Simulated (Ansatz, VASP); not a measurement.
## One calculation of HPt6, two programs

The input INCAR:

```
PREC     = Accurate       # precision mode
ENCUT    = 520            # plane-wave cutoff, eV
EDIFF    = 1E-6           # SCF threshold, eV
ISMEAR   = 0              # smearing method
SIGMA    = 0.1            # smearing width, eV
LREAL    = False          # projectors in reciprocal space
LASPH    = True           # aspherical terms in the spheres
NELM     = 100            # most SCF steps
ALGO     = Normal         # electronic algorithm
ISIF     = 2              # what is computed and relaxed
LWAVE    = False          # write WAVECAR
LCHARG   = False          # write CHGCAR
LDIPOL   = True         
IDIPOL   = 3            
DIPOL    = 0.5 0.5 0.289
GGA      = PE             # functional
NBANDS   = 74             # bands
```

KPOINTS

```
regular mesh
0
Gamma
  5 5 1
```

Contents of POSCAR:

```
HPt6
1.0
    5.6143281343      0.0000000000      0.0000000000
    0.0000000000      5.6143281343      0.0000000000
    0.0000000000      0.0000000000     21.8513792319
Pt H
12 2
Direct
    0.2500000000      0.2500000000      0.1830548066
    0.2500000000      0.7500000000      0.1830548066
    0.7500000000      0.2500000000      0.1830548066
    0.7500000000      0.7500000000      0.1830548066
    0.0000000000      0.0000000000      0.2712126041
    0.0000000000      0.5000000000      0.2712126041
    0.5000000000      0.0000000000      0.2712126041
    0.5000000000      0.5000000000      0.2712126041
    0.2500000000      0.2500000000      0.3593081768
    0.2500000000      0.7500000000      0.3593081768
    0.7500000000      0.2500000000      0.3593081768
    0.7500000000      0.7500000000      0.3593081768
   -0.1051773224      0.0000000000      0.3945462271
    0.1051773224      0.0000000000      0.3945462271
```

Input for Ansatz:

```yaml
crystal:
  lattice:
    - [5.6143281343, 0.0, 0.0]
    - [0.0, 5.6143281343, 0.0]
    - [0.0, 0.0, 21.8513792319]
  atoms:
    - { symbol: Pt, position: [0.25, 0.25, 0.1830548066] }
    - { symbol: Pt, position: [0.25, 0.75, 0.1830548066] }
    - { symbol: Pt, position: [0.75, 0.25, 0.1830548066] }
    - { symbol: Pt, position: [0.75, 0.75, 0.1830548066] }
    - { symbol: Pt, position: [0.0, 0.0, 0.2712126041] }
    - { symbol: Pt, position: [0.0, 0.5, 0.2712126041] }
    - { symbol: Pt, position: [0.5, 0.0, 0.2712126041] }
    - { symbol: Pt, position: [0.5, 0.5, 0.2712126041] }
    - { symbol: Pt, position: [0.25, 0.25, 0.3593081768] }
    - { symbol: Pt, position: [0.25, 0.75, 0.3593081768] }
    - { symbol: Pt, position: [0.75, 0.25, 0.3593081768] }
    - { symbol: Pt, position: [0.75, 0.75, 0.3593081768] }
    - { symbol: H, position: [-0.1051773224, 0.0, 0.3945462271] }
    - { symbol: H, position: [0.1051773224, 0.0, 0.3945462271] }
basis:
  ecutwfc: 420
kpoints:
  mp_grid: { grid: [5, 5, 1] }
hamiltonian:
  xc: pbe
  pseudopotentials: { kind: paw, azcp: { folder: soft_1 } }
scf:
  occupations: { method: gaussian, width: 0.1 }
output:
  forces: true
  eigenvalues: true
efield:
  axis: 3
  dipole_correction: true
  ramp_width: 0.04
```

Alike in both runs: task single point; functional PBE; k mesh 5 × 5 × 1; occupations gaussian, width 0.1 eV; no spin polarisation.

|  | VASP | Ansatz |
| --- | --- | --- |
| version | VASP 6.6.1 | Ansatz 0.2.0 |
| potentials or method | VASP PAW PBE potentials, release 64 (Pt, H), cutoff 520 eV | scalar-relativistic, plane waves, PAW |
| valence electrons in the cell | 122 | 218 |

Ansatz gave:

| Item | Value |
| --- | --- |
| gap on the k mesh at the Fermi level (eV) | none |
| rms of the force components (eV/Å) | 0.375 |

Task: What did VASP give for the same quantities?

Result: gap on the k mesh at the Fermi level (eV): none; rms of the force components (eV/Å): 0.372.

Atom by atom the forces differ by 0.011 eV/Å (rms over components). A gap of «none» marks a metal or a gap that the smearing closes. VASP's potentials hold 122 valence electrons a cell and Ansatz's 218, so a difference there can come from the potentials and not from the codes.

Spin-orbit coupling is off throughout.
